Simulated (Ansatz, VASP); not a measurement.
**Rh: VASP beside Ansatz**

```
CELL_PARAMETERS angstrom
0.00000 1.89785 1.89785
1.89785 0.00000 1.89785
1.89785 1.89785 0.00000
ATOMIC_POSITIONS crystal
Rh 0.00000 0.00000 0.00000
```

Alike in both runs: task relaxation of cell and atoms; functional BLYP; dispersion D3(BJ); k mesh 12 × 12 × 12; occupations fermi-dirac, width 0.05 eV; no spin polarisation.

```csv
,VASP,Ansatz
version,VASP 6.6.1,Ansatz 0.2.0
potentials or method,"VASP PAW PBE potentials, release 64 (Rh_pv), cutoff 600 eV","all-electron LAPW, scalar-relativistic"
```

|  | VASP | Ansatz | Ansatz less VASP |
| --- | --- | --- | --- |
| relaxed volume (Å³/atom) | 13.84 | 13.81 | -0.033 |
| relaxed cell length with the largest relative difference (Å) | 2.695 | 2.693 | -0.0021 |

VASP's potentials were made for PBE, not for BLYP. Ansatz ran all-electron here, and VASP with PAW potentials.
